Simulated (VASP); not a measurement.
# MnO (Fm-3m) in VASP: further runs

MnO is run at these levels: PBE+U, RPBE+D4+U; tasks: single point.

Everything below comes from runs of VASP 6.6.1. Logs are shortened: lines on timing, memory, paths and dates and some standing lists are left out, and cuts for length are marked.

### Step 1. The cell of the first run

The structure is cubic, space group Fm-3m (No. 225). The conventional cell has a = 4.444 Å, b = 4.444 Å, c = 4.444 Å, α = 90.00°, β = 90.00°, γ = 90.00°. Mn (site symmetry m-3m) has 6 O at 2.22 Å within 2.9 Å. O (site symmetry m-3m) has 6 Mn at 2.22 Å within 2.9 Å.

### Step 2. Single point, PBE+U, collinear spin, ferromagnetic start

Contents of INCAR:

```
ALGO = Normal
EDIFF = 1E-6
ENCUT = 520
GGA = PE
ISIF = 2
ISMEAR = 0
ISPIN = 2
LASPH = True
LCHARG = True
LDAU = True
LDAUJ = 0 0
LDAUL = 2 -1
LDAUPRINT = 1
LDAUTYPE = 2
LDAUU = 3.9 0
LELF = True
LMAXMIX = 4
LORBIT = 11
LREAL = False
LVHAR = True
LWAVE = False
MAGMOM = 5 0
NBANDS = 20
NELM = 150
PREC = Accurate
SIGMA = 0.05
```

Contents of KPOINTS:

```
k-points
0
Gamma
  10 10 10
```

Contents of POSCAR:

```
MnO
1.0
    0.0000000000      2.2220003343      2.2220003343
    2.2220003343      0.0000000000      2.2220003343
    2.2220003343      2.2220003343      0.0000000000
Mn O
1 1
Direct
    0.0000000000      0.0000000000      0.0000000000
    0.5000000000      0.5000000000      0.5000000000
```

Potentials or basis: VASP PAW PBE potentials, release 64 (Mn_pv, O).

Started as:

```
$ cat potpaw_PBE.64/Mn_pv/POTCAR potpaw_PBE.64/O/POTCAR > POTCAR
$ mpirun -np 1 vasp_std > vasp.out
```

OUTCAR:

```text
EDIFF = 1E-6
   ENCUT = 520
   GGA = PE
   ISIF = 2
   ISMEAR = 0
   ISPIN = 2
   LASPH = True
   LORBIT = 11
   LREAL = False
   NELM = 150
   PREC = Accurate

 ion  position               nearest neighbor table
   1  0.000  0.000  0.000-   2 2.22   2 2.22   2 2.22   2 2.22   2 2.22   2 2.22
   2  0.500  0.500  0.500-   1 2.22   1 2.22   1 2.22   1 2.22   1 2.22   1 2.22

  LATTYP: Found a face centered cubic cell.
 ALAT       =     4.4440006686

  Lattice vectors:

 A1 = (   0.0000000000,   2.2220003343,   2.2220003343)
 A2 = (   2.2220003343,   0.0000000000,   2.2220003343)
 A3 = (   2.2220003343,   2.2220003343,   0.0000000000)

Analysis of symmetry for initial positions (statically):
=====================================================================
 Subroutine PRICEL returns:
 Original cell was already a primitive cell.

 Routine SETGRP: Setting up the symmetry group for a
 face centered cubic supercell.

 Subroutine GETGRP returns: Found 48 space group operations
 (whereof 48 operations were pure point group operations)
 out of a pool of 48 trial point group operations.

The static configuration has the point symmetry O_h .

Analysis of symmetry for dynamics (positions and initial velocities):
=====================================================================
 Subroutine PRICEL returns:
 Original cell was already a primitive cell.

 Routine SETGRP: Setting up the symmetry group for a
 face centered cubic supercell.

 Subroutine GETGRP returns: Found 48 space group operations
 (whereof 48 operations were pure point group operations)
 out of a pool of 48 trial point group operations.

The dynamic configuration has the point symmetry O_h .

Analysis of structural, dynamic, and magnetic symmetry:
=====================================================================
 Subroutine PRICEL returns:
 Original cell was already a primitive cell.

 Routine SETGRP: Setting up the symmetry group for a
[... 166 lines left out ...]
  0.0000  0.0000 -0.0000  0.0000  0.0735

 occupancies and eigenvectors

  o =  0.0192  v =  0.0000  0.0000  0.0000  0.0000  0.0000  1.0000  0.0019 -0.0000  0.0016 -0.0000      0.0000  0.0000  0.0000  0.0000  0.0000  0.0000  0.0000  0.0000  0.0000  0.0000
  o =  0.0192  v =  0.0000  0.0000  0.0000  0.0000  0.0000 -0.0019  0.9998 -0.0000  0.0211 -0.0000      0.0000  0.0000  0.0000  0.0000  0.0000  0.0000  0.0000  0.0000  0.0000  0.0000
  o =  0.0192  v =  0.0000  0.0000  0.0000  0.0000  0.0000  0.0015  0.0211  0.0000 -0.9998  0.0000      0.0000  0.0000  0.0000  0.0000  0.0000  0.0000  0.0000  0.0000  0.0000  0.0000
  o =  0.0735  v =  0.0000  0.0000  0.0000  0.0000  0.0000 -0.0000  0.0000 -0.9996  0.0000 -0.0288      0.0000  0.0000  0.0000  0.0000  0.0000  0.0000  0.0000  0.0000  0.0000  0.0000
  o =  0.0735  v =  0.0000  0.0000  0.0000  0.0000  0.0000  0.0000  0.0000 -0.0288  0.0000  0.9996      0.0000  0.0000  0.0000  0.0000  0.0000  0.0000  0.0000  0.0000  0.0000  0.0000
  o =  0.9404  v =  0.0000  0.5159 -0.0000  0.8567  0.0000  0.0000  0.0000  0.0000  0.0000  0.0000      0.0000  0.0000  0.0000  0.0000  0.0000  0.0000  0.0000  0.0000  0.0000  0.0000
  o =  0.9404  v =  1.0000  0.0000  0.0000  0.0000  0.0000  0.0000  0.0000  0.0000  0.0000  0.0000      0.0000  0.0000  0.0000  0.0000  0.0000  0.0000  0.0000  0.0000  0.0000  0.0000
  o =  0.9404  v =  0.0000  0.8567  0.0000 -0.5159  0.0000  0.0000  0.0000  0.0000  0.0000  0.0000      0.0000  0.0000  0.0000  0.0000  0.0000  0.0000  0.0000  0.0000  0.0000  0.0000
  o =  0.9770  v =  0.0000  0.0000 -0.9959 -0.0000 -0.0900  0.0000  0.0000  0.0000  0.0000  0.0000      0.0000  0.0000  0.0000  0.0000  0.0000  0.0000  0.0000  0.0000  0.0000  0.0000
  o =  0.9770  v =  0.0000 -0.0000 -0.0900 -0.0000  0.9959  0.0000  0.0000  0.0000  0.0000  0.0000      0.0000  0.0000  0.0000  0.0000  0.0000  0.0000  0.0000  0.0000  0.0000  0.0000

 number of electron      18.9999992 magnetization       4.9999992

 Free energy of the ion-electron system (eV)
  ---------------------------------------------------
  ext. energy  EPLUGINS =         0.00000000
  ---------------------------------------------------
  free energy    TOTEN  =       -15.45770587 eV

  energy without entropy =      -15.45770501  energy(sigma->0) =      -15.45770544

 E-fermi :   7.0396     XC(G=0): -11.8083

 val. band max:        6.9220057676   @ k =   0.5000   0.0000   0.0000
 cond. band min:       7.1343333626   @ k =   0.0000   0.0000   0.0000
 fundamental gap:      0.2123275950
 Fermi energy:         7.0395751010

 spin component 1

 k-point     1 :       0.0000    0.0000    0.0000
  band No.  band energies     occupation
      1     -42.8342      1.00000
      2     -42.8342      1.00000
      3     -42.8342      1.00000
      4     -12.4388      1.00000
      5       2.7388      1.00000
      6       2.7388      1.00000
[... 1097 lines left out ...]
     19      33.7074      0.00000
     20      35.3014      0.00000

 [... further k-points ...]
[... 5 lines left out ...]
  --------------------------------------------------------------------------------------
  -------------------------------------------------------------------------------------
  Total        1.0784596      1.0784596      1.0784596      0.0000000      0.0000000     -0.0000000
  in kB       78.7502837     78.7502837     78.7502837      0.0000000      0.0000000     -0.0000000
  external PRESSURE =      78.7502837 kB  Pullay stress =       0.0000000 kB

 VOLUME and BASIS-vectors are now :
 -----------------------------------------------------------------------------
  energy-cutoff  :      520.00
  volume of cell :       21.94
      direct lattice vectors                 reciprocal lattice vectors
     0.000000000  2.222000334  2.222000334    -0.225022468  0.225022468  0.225022468
     2.222000334  0.000000000  2.222000334     0.225022468 -0.225022468  0.225022468
     2.222000334  2.222000334  0.000000000     0.225022468  0.225022468 -0.225022468

 POSITION                                       TOTAL-FORCE (eV/Angst)
 -----------------------------------------------------------------------------------
      0.00000      0.00000      0.00000        -0.000000      0.000000      0.000000
      2.22200      2.22200      2.22200         0.000000     -0.000000     -0.000000
 -----------------------------------------------------------------------------------
    total drift:                                0.000000     -0.000000     -0.000000

  FREE ENERGIE OF THE ION-ELECTRON SYSTEM (eV)
  ---------------------------------------------------
  free  energy   TOTEN  =       -15.4577058724 eV

  energy  without entropy=      -15.4577050120  energy(sigma->0) =      -15.45770544

 total charge

# of ion       s       p       d       tot
------------------------------------------
    1        0.208   6.184   4.960  11.352
    2        1.555   3.456   0.000   5.011
--------------------------------------------------
tot          1.763   9.641   4.960  16.363

 magnetization (x)

# of ion       s       p       d       tot
------------------------------------------
    1        0.033   0.027   4.562   4.621
    2        0.024   0.133   0.000   0.157
--------------------------------------------------
tot          0.056   0.160   4.562   4.778
```

OSZICAR:

```text
N       E                     dE             d eps       ncg     rms          rms(c)
DAV:   1     0.173491704127E+03    0.17349E+03   -0.10716E+04  3784   0.116E+03
DAV:   2    -0.796151855810E+01   -0.18145E+03   -0.16804E+03  3888   0.330E+02
DAV:   3    -0.164524568346E+02   -0.84909E+01   -0.84368E+01  4256   0.769E+01
DAV:   4    -0.165150045296E+02   -0.62548E-01   -0.62535E-01  4284   0.678E+00
DAV:   5    -0.165155472201E+02   -0.54269E-03   -0.54268E-03  4236   0.630E-01    0.143E+01
DAV:   6    -0.150794794795E+02    0.14361E+01   -0.81791E+00  5112   0.311E+01    0.134E+01
DAV:   7    -0.154258541021E+02   -0.34637E+00   -0.82802E-01  4048   0.104E+01    0.809E+00
DAV:   8    -0.154196080214E+02    0.62461E-02   -0.12451E-01  4156   0.320E+00    0.479E+00
DAV:   9    -0.154577767708E+02   -0.38169E-01   -0.17159E-02  3980   0.143E+00    0.470E-01
DAV:  10    -0.154575696168E+02    0.20715E-03   -0.30733E-03  4264   0.636E-01    0.102E-01
DAV:  11    -0.154576534069E+02   -0.83790E-04   -0.23880E-04  4200   0.121E-01    0.478E-02
DAV:  12    -0.154576993781E+02   -0.45971E-04   -0.30499E-05  4152   0.515E-02    0.196E-02
DAV:  13    -0.154577062425E+02   -0.68644E-05   -0.28273E-06  4220   0.193E-02    0.550E-03
DAV:  14    -0.154577058724E+02    0.37013E-06   -0.73815E-07  2460   0.646E-03
   1 F= -.15457706E+02 E0= -.15457705E+02  d E =-.860402E-06  mag=     5.0000
```

stdout:

```text
POSCAR found type information on POSCAR MnO
 POSCAR found :  2 types and       2 ions
 scaLAPACK will be used
 LDA part: xc-table for (Slater+PW92), standard interpolation
 POSCAR, INCAR and KPOINTS ok, starting setup
 FFT: planning ... GRIDC
 FFT: planning ... GRID_SOFT
 FFT: planning ... GRID
 WAVECAR not read
 entering main loop
```

Run time: 19 s. Hardware: 1 thread of AMD EPYC 9R45 (Zen 5), shared host; peak memory 0.14 GiB.

What came out:

* Free energy: -15.4577 eV
* Pressure: 7.9 GPa
* Band gap on the k mesh: 0.21 eV (least direct gap 2.70 eV)
* Net moment: 5.00 μB per cell
* Site moments: Mn +4.62; O +0.16 μB
* Valence electrons inside the program's atomic spheres: Mn 11.35; O 5.01

Eigenvalues of the final occupation matrices:
| site | spin | trace | eigenvalues |
| --- | --- | --- | --- |
| site 1 d | 1 | 4.78 | 0.94 0.94 0.94 0.98 0.98 |
| site 1 d | 2 | 0.20 | 0.02 0.02 0.02 0.07 0.07 |

Caveat: the cell stands under pressure; a cell with one magnetic atom can't hold antiferromagnetic order, which such compounds often take.

### Step 3. Single point, RPBE+D4+U, collinear spin, ferromagnetic start

Contents of INCAR:

```
SYSTEM = MnO
PREC = Accurate
ENCUT = 520
EDIFF = 1E-7
ISMEAR = 0
SIGMA = 0.05
LREAL = .False.
LASPH = .True.
NELM = 150
ALGO = Normal
ISIF = 2
LWAVE = .False.
LCHARG = .True.
ISPIN = 2
MAGMOM = 4.7 0
LORBIT = 11
LMAXMIX = 4
LDAU = .True.
LDAUTYPE = 2
LDAUL = 2 -1
LDAUU = 3.9 0
LDAUJ = 0 0
LDAUPRINT = 1
GGA = RP
IVDW = 13
LELF = .True.
LVHAR = .True.
NBANDS = 20
```

Contents of KPOINTS:

```
regular mesh
0
Gamma
  10 10 10
  0 0 0
```

POSCAR is that of step 2.

Potentials or basis: VASP PAW PBE potentials, release 64 (Mn_pv, O).

Started as:

```
$ cat potpaw_PBE.64/Mn_pv/POTCAR potpaw_PBE.64/O/POTCAR > POTCAR
$ mpirun -np 1 vasp_std > vasp.out
```

OUTCAR:

```text
SYSTEM = MnO
   PREC = Accurate
   ENCUT = 520
   EDIFF = 1E-7
   ISMEAR = 0
   LREAL = .False.
   LASPH = .True.
   NELM = 150
   ISIF = 2
   ISPIN = 2
   LORBIT = 11
   GGA = RP
   IVDW = 13

 ion  position               nearest neighbor table
   1  0.000  0.000  0.000-   2 2.22   2 2.22   2 2.22   2 2.22   2 2.22   2 2.22
   2  0.500  0.500  0.500-   1 2.22   1 2.22   1 2.22   1 2.22   1 2.22   1 2.22

  LATTYP: Found a face centered cubic cell.
 ALAT       =     4.4440006686

  Lattice vectors:

 A1 = (   0.0000000000,   2.2220003343,   2.2220003343)
 A2 = (   2.2220003343,   0.0000000000,   2.2220003343)
 A3 = (   2.2220003343,   2.2220003343,   0.0000000000)

[... 1357 lines left out ...]

 VOLUME and BASIS-vectors are now :
 -----------------------------------------------------------------------------
  energy-cutoff  :      520.00
  volume of cell :       21.94
      direct lattice vectors                 reciprocal lattice vectors
     0.000000000  2.222000334  2.222000334    -0.225022468  0.225022468  0.225022468
     2.222000334  0.000000000  2.222000334     0.225022468 -0.225022468  0.225022468
     2.222000334  2.222000334  0.000000000     0.225022468  0.225022468 -0.225022468

 POSITION                                       TOTAL-FORCE (eV/Angst)
 -----------------------------------------------------------------------------------
      0.00000      0.00000      0.00000        -0.000000      0.000000     -0.000000
      2.22200      2.22200      2.22200         0.000000     -0.000000      0.000000
 -----------------------------------------------------------------------------------
    total drift:                                0.000000     -0.000000     -0.000000

  FREE ENERGIE OF THE ION-ELECTRON SYSTEM (eV)
  ---------------------------------------------------
  free  energy   TOTEN  =       -16.1284536680 eV

  energy  without entropy=      -16.1284535507  energy(sigma->0) =      -16.12845361

 total charge

# of ion       s       p       d       tot
------------------------------------------
    1        0.204   6.182   4.957  11.342
    2        1.560   3.468   0.000   5.028
--------------------------------------------------
tot          1.764   9.649   4.957  16.370

 magnetization (x)

# of ion       s       p       d       tot
------------------------------------------
    1        0.033   0.029   4.569   4.631
    2        0.023   0.124   0.000   0.147
--------------------------------------------------
tot          0.056   0.153   4.569   4.778
```

stdout:

```text
POSCAR found type information on POSCAR MnO
 POSCAR found :  2 types and       2 ions
 scaLAPACK will be used
 -----------------------------------------------------------------------------
|                                                                             |
|                                                                             |
|     You enforced a specific xc type in the INCAR file but a different       |
|     I HOPE YOU KNOW WHAT YOU ARE DOING!                                     |
|                                                                             |
 -----------------------------------------------------------------------------

 LDA part: xc-table for (Slater+PW92), standard interpolation
 POSCAR, INCAR and KPOINTS ok, starting setup
 FFT: planning ... GRIDC
 FFT: planning ... GRID_SOFT
 FFT: planning ... GRID
 WAVECAR not read
 entering main loop
```

Run time: 23 s. Hardware: 1 thread of AMD EPYC 9R45 (Zen 5), shared host; peak memory 0.14 GiB.

What came out:

```
Free energy                                           : -16.1285 eV
Pressure                                              : 6.1 GPa
Band gap on the k mesh                                : 0.26 eV (least direct gap 2.73 eV)
Net moment                                            : 5.00 μB per cell
Site moments                                          : Mn +4.63; O +0.15 μB
Valence electrons inside the program's atomic spheres : Mn 11.34; O 5.03
Dispersion energy per atom                            : -0.671 eV
```

Eigenvalues of the final occupation matrices:
```
    site  spin  trace               eigenvalues
site 1 d     1   4.78  0.94 0.94 0.94 0.98 0.98
site 1 d     2   0.20  0.02 0.02 0.02 0.07 0.07
```

Caveat: the cell stands under pressure; the PAW data sets were made with another functional, which shifts forces and pressure a little; a cell with one magnetic atom can't hold antiferromagnetic order, which such compounds often take. A k mesh can miss the band edges.
